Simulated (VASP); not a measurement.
# SnTe (rocksalt type) (Fm-3m) in VASP: further runs

Runs on SnTe (rocksalt type). Level: PBEsol. Tasks: single point.

Everything below comes from runs of VASP 6.6.1. Logs are shortened: lines on timing, memory, paths and dates and some standing lists are left out, and cuts for length are marked.

### Step 1. The cell of the first run

The structure is cubic, space group Fm-3m (No. 225). The conventional cell has a = 5.151 Å, b = 5.151 Å, c = 5.151 Å, α = 90.00°, β = 90.00°, γ = 90.00°. Sn (site symmetry m-3m) has 6 Te at 2.58 Å within 3.4 Å. Te (site symmetry m-3m) has 6 Sn at 2.58 Å within 3.4 Å.

### Step 2. Single point, PBEsol (volume scaled by 0.55)

The input, INCAR:

```
SYSTEM = SnTe
PREC = Accurate
ENCUT = 520
EDIFF = 1E-6
ISMEAR = -1
SIGMA = 0.08
LREAL = .FALSE.
LASPH = .TRUE.
NELM = 80
ALGO = Normal
ISIF = 2
LWAVE = .FALSE.
LCHARG = .FALSE.
GGA = PS
NBANDS = 17
```

The input, KPOINTS:

```
regular mesh
0
G
  11 11 11
  0 0 0
```

The input, POSCAR:

```
SnTe
1.0
    0.0000000000      2.5754050563      2.5754050563
    2.5754050563      0.0000000000      2.5754050563
    2.5754050563      2.5754050563      0.0000000000
Sn Te
1 1
Direct
    0.0000000000      0.0000000000      0.0000000000
    0.5000000000      0.5000000000      0.5000000000
```

Potentials or basis: VASP PAW PBE potentials, release 64 (Sn_d, Te).

Command:

```sh
> cat potpaw_PBE.64/Sn_d/POTCAR potpaw_PBE.64/Te/POTCAR > POTCAR
> mpirun -np 1 vasp_std > vasp.out
```

OUTCAR:

```text
SYSTEM = SnTe
   PREC = Accurate
   ENCUT = 520
   EDIFF = 1E-6
   ISMEAR = -1
   LREAL = .FALSE.
   LASPH = .TRUE.
   NELM = 80
   ISIF = 2
   GGA = PS

 ion  position               nearest neighbor table
   1  0.000  0.000  0.000-   2 2.58   2 2.58   2 2.58   2 2.58   2 2.58   2 2.58
   2  0.500  0.500  0.500-   1 2.58   1 2.58   1 2.58   1 2.58   1 2.58   1 2.58

  LATTYP: Found a face centered cubic cell.
 ALAT       =     5.1508101126

  Lattice vectors:

 A1 = (   0.0000000000,   2.5754050563,   2.5754050563)
 A2 = (   2.5754050563,   0.0000000000,   2.5754050563)
 A3 = (   2.5754050563,   2.5754050563,   0.0000000000)

Analysis of symmetry for initial positions (statically):
=====================================================================
 Subroutine PRICEL returns:
 Original cell was already a primitive cell.

 Routine SETGRP: Setting up the symmetry group for a
 face centered cubic supercell.

 Subroutine GETGRP returns: Found 48 space group operations
 (whereof 48 operations were pure point group operations)
 out of a pool of 48 trial point group operations.

The static configuration has the point symmetry O_h .

Analysis of symmetry for dynamics (positions and initial velocities):
=====================================================================
 Subroutine PRICEL returns:
 Original cell was already a primitive cell.

 Routine SETGRP: Setting up the symmetry group for a
 face centered cubic supercell.

 Subroutine GETGRP returns: Found 48 space group operations
 (whereof 48 operations were pure point group operations)
 out of a pool of 48 trial point group operations.

The dynamic configuration has the point symmetry O_h .

 Subroutine INISYM returns: Found 48 space group operations
 (whereof 48 operations are pure point group operations),
 and found     1 'primitive' translations

----------------------------------------------------------------------------------------

                                     Primitive cell

  volume of cell :      34.1638

  direct lattice vectors                    reciprocal lattice vectors
     0.000000000  2.575405056  2.575405056    -0.194144218  0.194144218  0.194144218
     2.575405056  0.000000000  2.575405056     0.194144218 -0.194144218  0.194144218
     2.575405056  2.575405056  0.000000000     0.194144218  0.194144218 -0.194144218

  length of vectors
     3.642172759  3.642172759  3.642172759     0.336267649  0.336267649  0.336267649

  position of ions in fractional coordinates (direct lattice)
     0.000000000  0.000000000  0.000000000
     0.500000000  0.500000000  0.500000000

  ion indices of the primitive-cell ions
   primitive index   ion index
                 1           1
                 2           2

----------------------------------------------------------------------------------------

 KPOINTS: regular mesh

Automatic generation of k-mesh.
 Grid dimensions read from file:
 generate k-points for:   11   11   11

 Generating k-lattice:

  Cartesian coordinates                     Fractional coordinates (reciprocal lattice)
    -0.017649474  0.017649474  0.017649474     0.090909091  0.000000000  0.000000000
     0.017649474 -0.017649474  0.017649474     0.000000000  0.090909091  0.000000000
     0.017649474  0.017649474 -0.017649474     0.000000000  0.000000000  0.090909091

  Length of vectors
     0.030569786  0.030569786  0.030569786

  Shift w.r.t. Gamma in fractional coordinates (k-lattice)
     0.000000000  0.000000000  0.000000000

 Subroutine IBZKPT returns following result:
 ===========================================

 Found     56 irreducible k-points:

 Following reciprocal coordinates:
            Coordinates               Weight
  0.000000  0.000000  0.000000      1.000000
  0.090909  0.000000  0.000000      8.000000
  0.181818  0.000000  0.000000      8.000000
  0.272727  0.000000  0.000000      8.000000
  0.363636  0.000000  0.000000      8.000000
  0.454545  0.000000  0.000000      8.000000
[... 16 lines left out ...]
 -0.272727  0.181818  0.000000     24.000000
 -0.181818  0.181818  0.000000     12.000000
 [... further k-points ...]
   k-points           NKPTS =     56   k-points in BZ     NKDIM =     56   number of bands    NBANDS=     17
   number of dos      NEDOS =    301   number of ions     NIONS =      2
   total plane-waves  NPLWV =  21952
   dimension x,y,z NGX =    28 NGY =   28 NGZ =   28
   dimension x,y,z NGXF=    56 NGYF=   56 NGZF=   56
   ions per type =               1   1
   NGX,Y,Z   is equivalent  to a cutoff of  12.78, 12.78, 12.78 a.u.
   NGXF,Y,Z  is equivalent  to a cutoff of  25.56, 25.56, 25.56 a.u.
 SYSTEM =  SnTe
   PREC   = accura    normal or accurate (medium, high low for compatibility)
   ISTART =      0    job   : 0-new  1-cont  2-samecut
   ICHARG =      2    charge: 1-file 2-atom 10-const
   ISPIN  =      1    spin polarized calculation?
   LNONCOLLINEAR =      F non collinear calculations
   LSORBIT =      F    spin-orbit coupling
   LASPH  =      T    aspherical Exc in radial PAW
   ENCUT  =  520.0 eV  38.22 Ry    6.18 a.u.   6.77  6.77  6.77*2*pi/ulx,y,z
   NELM   =     80;   NELMIN=  2; NELMDL= -5     # of ELM steps
   EDIFF  = 0.1E-05   stopping-criterion for ELM
   LREAL  =      F    real-space projection
   EDIFFG = 0.1E-04   stopping-criterion for IOM
   NSW    =      0    number of steps for IOM
   IBRION =     -1    ionic relax: 0-MD 1-quasi-New 2-CG
   NFREE  =      0    steps in history (QN), initial steepest desc. (CG)
   ISIF   =      2    stress and relaxation
   ISYM   =      2    0-nonsym 1-usesym 2-fastsym
   POTIM  = 0.5000    time-step for ionic-motion
   TEBEG  =    0.0;   TEEND  =   0.0 temperature during run
   PSTRESS=    0.0 pullay stress
   NELECT =      20.0000    total number of electrons
   NUPDOWN=      -1.0000    fix difference up-down
   EMIN   =  10.00;   EMAX   =-10.00  energy-range for DOS
   EFERMI =   0.00;   METHOD = LEGACY
   ISMEAR =    -1;   SIGMA  =   0.08  broadening in eV -4-tet -1-fermi 0-gaus
   EFERMI_NEDOS =   21; number of points for ismear=-14 and -15
   IALGO  =     38    algorithm
   IMIX   =      4    mixing-type and parameters
     AMIX     =   0.40;   BMIX     =  1.00
     AMIX_MAG =   1.60;   BMIX_MAG =  1.00
  volume/ion in A,a.u.               =      17.08       115.27
  Fermi-wavevector in a.u.,A,eV,Ry     =   1.369502  2.587983 25.518207  1.875535
  Thomas-Fermi vector in A             =   2.495371
   LORBIT       =      0    0 simple, 1 ext, 2 COOP (PROOUT), +10 PAW based schemes
   GGA     = PS    functional components
   LHFCALC =     F    Hartree Fock is set to
   AEXX    =    0.0000 exact exchange contribution
   IVDW    =     0    specifies the selected vdW correction
   LEPSILON=     F    determine dielectric tensor
   LRPA    =     F    only Hartree local field effects (RPA)
 non-spin polarized calculation
  energy-cutoff  :      520.00
  volume of cell :       34.16
 maximum number of plane-waves:       941
   NGX = 13   NGY = 13   NGZ = 13

 number of electron      19.9999998 magnetization

 Free energy of the ion-electron system (eV)
  ---------------------------------------------------
  ext. energy  EPLUGINS =         0.00000000
  ---------------------------------------------------
  free energy    TOTEN  =        -2.92393501 eV

  energy without entropy =       -2.90792375  energy(sigma->0) =       -2.91592938

 E-fermi :  16.6675     XC(G=0): -12.5999

 val. band max:       16.6372650563   @ k =  -0.2727   0.0909   0.0000
 cond. band min:      16.7110061370   @ k =   0.3636   0.0000   0.0000
 fundamental gap:      0.0737410807
 Fermi energy:        16.6674971983

 k-point     1 :       0.0000    0.0000    0.0000
  band No.  band energies     occupation
      1      -6.2815      2.00000
      2      -6.2815      2.00000
      3      -6.2109      2.00000
      4      -6.2109      2.00000
      5      -6.2109      2.00000
      6      -2.2053      2.00000
[... 9 lines left out ...]
     16      21.3474      0.00000
     17      21.3474      0.00000

 k-point     2 :       0.0909    0.0000    0.0000
  band No.  band energies     occupation
      1      -6.2888      2.00000
      2      -6.2888      2.00000
      3      -6.2118      2.00000
      4      -6.2062      2.00000
      5      -6.2062      2.00000
      6      -2.0616      2.00000
[... 9 lines left out ...]
     16      20.9851      0.00000
     17      22.6393      0.00000

 k-point     3 :       0.1818    0.0000    0.0000
  band No.  band energies     occupation
      1      -6.3104      2.00000
      2      -6.3104      2.00000
      3      -6.2148      2.00000
      4      -6.1914      2.00000
      5      -6.1914      2.00000
      6      -1.6320      2.00000
[... 9 lines left out ...]
     16      21.5673      0.00000
     17      25.1656      0.00000

 k-point     4 :       0.2727    0.0000    0.0000
  band No.  band energies     occupation
      1      -6.3404      2.00000
      2      -6.3404      2.00000
      3      -6.2203      2.00000
      4      -6.1701      2.00000
      5      -6.1701      2.00000
      6      -0.9262      2.00000
[... 9 lines left out ...]
     16      22.6908      0.00000
     17      28.1839      0.00000

 k-point     5 :       0.3636    0.0000    0.0000
  band No.  band energies     occupation
      1      -6.3685      2.00000
      2      -6.3685      2.00000
      3      -6.2266      2.00000
      4      -6.1499      2.00000
      5      -6.1499      2.00000
      6       0.0151      2.00000
[... 9 lines left out ...]
     16      24.5759      0.00000
     17      30.3532      0.00000

 k-point     6 :       0.4545    0.0000    0.0000
  band No.  band energies     occupation
      1      -6.3853      2.00000
      2      -6.3853      2.00000
      3      -6.2308      2.00000
      4      -6.1375      2.00000
      5      -6.1375      2.00000
      6       0.9831      2.00000
[... 9 lines left out ...]
     16      26.8408      0.00000
     17      28.2312      0.00000

 k-point     7 :       0.0909    0.0909    0.0000
  band No.  band energies     occupation
      1      -6.3048      2.00000
      2      -6.2775      2.00000
      3      -6.2156      2.00000
      4      -6.2031      2.00000
      5      -6.2031      2.00000
      6      -2.0122      2.00000
[... 9 lines left out ...]
     16      21.9571      0.00000
     17      22.6002      0.00000

 k-point     8 :       0.1818    0.0909    0.0000
  band No.  band energies     occupation
      1      -6.3329      2.00000
      2      -6.2834      2.00000
      3      -6.2188      2.00000
      4      -6.1931      2.00000
      5      -6.1895      2.00000
      6      -1.6736      2.00000
[... 9 lines left out ...]
     16      22.3816      0.00000
     17      24.5151      0.00000
[... 203 lines left out ...]
      1      -6.4455      2.00000
      2      -6.2955      2.00000
      3      -6.2303      2.00000
      4      -6.1575      2.00000
      5      -6.1395      2.00000
      6      -0.0718      2.00000
[... 9 lines left out ...]
     16      26.0477      0.00000
     17      28.3026      0.00000

 k-point    20 :       0.4545    0.1818    0.0000
  band No.  band energies     occupation
      1      -6.4572      2.00000
      2      -6.3259      2.00000
      3      -6.2225      2.00000
      4      -6.1537      2.00000
      5      -6.1263      2.00000
      6       0.9275      2.00000
[... 9 lines left out ...]
     16      27.7652      0.00000
     17      27.7992      0.00000

 k-point    21 :      -0.4545    0.1818    0.0000
  band No.  band energies     occupation
      1      -6.4470      2.00000
      2      -6.3533      2.00000
      3      -6.2130      2.00000
      4      -6.1544      2.00000
      5      -6.1261      2.00000
      6       1.7216      2.00000
[... 9 lines left out ...]
     16      26.0139      0.00000
     17      29.1122      0.00000

 k-point    22 :      -0.3636    0.1818    0.0000
  band No.  band energies     occupation
      1      -6.4177      2.00000
      2      -6.3700      2.00000
      3      -6.2063      2.00000
      4      -6.1577      2.00000
      5      -6.1378      2.00000
      6       1.2329      2.00000
[... 9 lines left out ...]
     16      25.1999      0.00000
     17      29.9446      0.00000

 k-point    23 :      -0.2727    0.1818    0.0000
  band No.  band energies     occupation
      1      -6.3777      2.00000
      2      -6.3721      2.00000
      3      -6.2064      2.00000
      4      -6.1614      2.00000
      5      -6.1563      2.00000
      6       0.2123      2.00000
[... 9 lines left out ...]
     16      27.4093      0.00000
     17      27.7831      0.00000

 k-point    24 :      -0.1818    0.1818    0.0000
  band No.  band energies     occupation
      1      -6.3602      2.00000
      2      -6.3388      2.00000
      3      -6.2117      2.00000
      4      -6.1746      2.00000
      5      -6.1668      2.00000
      6      -0.6693      2.00000
[... 9 lines left out ...]
     16      26.2507      0.00000
     17      26.6947      0.00000

 [... further k-points ...]

------------------------ aborting loop because EDIFF is reached ----------------------------------------

  FORCE on cell =-STRESS in cart. coord.  units (eV):
  Direction    XX          YY          ZZ          XY          YZ          ZX
  --------------------------------------------------------------------------------------
  -------------------------------------------------------------------------------------
  Total       23.1845027     23.1845027     23.1845027      0.0000000      0.0000000      0.0000000
  in kB     1087.2808529   1087.2808529   1087.2808529      0.0000000      0.0000000      0.0000000
  external PRESSURE =    1087.2808529 kB  Pullay stress =       0.0000000 kB

 VOLUME and BASIS-vectors are now :
 -----------------------------------------------------------------------------
  energy-cutoff  :      520.00
  volume of cell :       34.16
      direct lattice vectors                 reciprocal lattice vectors
     0.000000000  2.575405056  2.575405056    -0.194144218  0.194144218  0.194144218
     2.575405056  0.000000000  2.575405056     0.194144218 -0.194144218  0.194144218
     2.575405056  2.575405056  0.000000000     0.194144218  0.194144218 -0.194144218

 POSITION                                       TOTAL-FORCE (eV/Angst)
 -----------------------------------------------------------------------------------
      0.00000      0.00000      0.00000         0.000000      0.000000     -0.000000
      2.57541      2.57541      2.57541         0.000000      0.000000      0.000000
 -----------------------------------------------------------------------------------
    total drift:                               -0.000000      0.000000      0.000000

  FREE ENERGIE OF THE ION-ELECTRON SYSTEM (eV)
  ---------------------------------------------------
  free  energy   TOTEN  =        -2.9239350076 eV

  energy  without entropy=       -2.9079237463  energy(sigma->0) =       -2.91592938
```

Wall time 34 s (1 thread of Intel Xeon 8259CL, shared host); peak memory 0.18 GiB.

What came out:

```
Free energy : -2.9239 eV
Pressure    : 108.7 GPa
```

Caveat: this odd mesh misses L, where the gap lies, so gap, dielectric constants and Born charges aren't listed; the PAW data sets were made with another functional, which shifts forces and pressure a little; spin-orbit coupling is left out, which moves the levels of the heavy elements.

### Step 3. Single point, PBEsol (volume scaled by 0.55)

The input, INCAR:

```
  ALGO = Normal
  EDIFF = 1E-6
  ENCUT = 520
  GGA = PS
  ISIF = 2
  ISMEAR = -1
  LASPH = T
  LCHARG = T
  LELF = T
  LREAL = F
  LVHAR = T
  LWAVE = F
  NBANDS = 17
  NELM = 100
  PREC = Accurate
  SIGMA = 0.08
```

The input, KPOINTS:

```
k-points
0
Gamma
  11 11 11
```

POSCAR is that of step 2.

Potentials or basis: VASP PAW PBE potentials, release 64 (Sn_d, Te).

Command:

```sh
> cat potpaw_PBE.64/Sn_d/POTCAR potpaw_PBE.64/Te/POTCAR > POTCAR
> mpirun -np 1 vasp_std > vasp.out
```

Run time: 34 s. Hardware: 1 thread of Intel Xeon 8259CL, shared host; peak memory 0.18 GiB.

The run converged. Its results:

* Free energy: -2.9239 eV
* Pressure: 108.7 GPa

Levels at points of the mesh, in eV from the Fermi level:
```csv
k point,band 8,band 9,band 10,band 11,band 12,band 13
"(0.00, 0.00, 0.00)",-3.67,-3.67,-0.11,3.83,3.83,3.83
```

Caveat: this odd mesh misses L, where the gap lies, so gap, dielectric constants and Born charges aren't listed; the PAW data sets were made with another functional, which shifts forces and pressure a little; spin-orbit coupling is left out, which moves the levels of the heavy elements.

### Step 4. Single point, PBEsol (volume scaled by 0.64)

The input, INCAR:

```
PREC = Accurate
ENCUT = 520
EDIFF = 1E-6
ISMEAR = -1
SIGMA = 0.08
LREAL = F
LASPH = T
NELM = 80
ALGO = Normal
ISIF = 2
LWAVE = F
LCHARG = F
GGA = PS
NBANDS = 17
```

The input, KPOINTS:

```
regular mesh
0
Gamma
  11 11 11
```

The input, POSCAR:

```
SnTe
1.0
    0.0000000000      2.7088480152      2.7088480152
    2.7088480152      0.0000000000      2.7088480152
    2.7088480152      2.7088480152      0.0000000000
Sn Te
1 1
Direct
    0.0000000000      0.0000000000      0.0000000000
    0.5000000000      0.5000000000      0.5000000000
```

Command:

```sh
> cat potpaw_PBE.64/Sn_d/POTCAR potpaw_PBE.64/Te/POTCAR > POTCAR
> mpirun -np 1 vasp_std > vasp.out
```

Run time: 48 s. Hardware: 1 thread of Intel Xeon 8259CL, shared host; peak memory 0.18 GiB.

Results (log left out):

| Item | Value |
| --- | --- |
| Free energy | -5.7023 eV |
| Pressure | 56.6 GPa |

Levels at points of the mesh, in eV from the Fermi level:
| k point | band 8 | band 9 | band 10 | band 11 | band 12 | band 13 |
| --- | --- | --- | --- | --- | --- | --- |
| (0.00, 0.00, 0.00) | -3.43 | -3.43 | -1.88 | 3.89 | 3.89 | 3.89 |

Caveat: this odd mesh misses L, where the gap lies, so gap, dielectric constants and Born charges aren't listed; the PAW data sets were made with another functional, which shifts forces and pressure a little; spin-orbit coupling is left out, which moves the levels of the heavy elements.

### Step 5. Single point, PBEsol (volume scaled by 0.64)

The input, INCAR:

```
SYSTEM = SnTe
  PREC = Accurate
  ENCUT = 520
  EDIFF = 1E-6
  ISMEAR = -1
  SIGMA = 0.08
  LREAL = .False.
  LASPH = .True.
  NELM = 60
  ALGO = Normal
  ISIF = 2
  LWAVE = .False.
  LCHARG = .True.
  GGA = PS
  LELF = .True.
  LVHAR = .True.
  NBANDS = 17
```

The input, KPOINTS:

```
regular mesh
0
Gamma
  11 11 11
  0 0 0
```

POSCAR is that of step 4.

Command:

```sh
> cat potpaw_PBE.64/Sn_d/POTCAR potpaw_PBE.64/Te/POTCAR > POTCAR
> mpirun -np 1 vasp_std > vasp.out
```

It took 58 s on 1 thread of Intel Xeon 8259CL, shared host; peak memory 0.18 GiB.

It converged, with:

```
Free energy : -5.7023 eV
Pressure    : 56.6 GPa
```

Levels at points of the mesh, in eV from the Fermi level:
```tsv
k point	band 8	band 9	band 10	band 11	band 12	band 13
(0.00, 0.00, 0.00)	-3.43	-3.43	-1.88	3.89	3.89	3.89
```

Caveat: this odd mesh misses L, where the gap lies, so gap, dielectric constants and Born charges aren't listed; the PAW data sets were made with another functional, which shifts forces and pressure a little; spin-orbit coupling is left out, which moves the levels of the heavy elements.
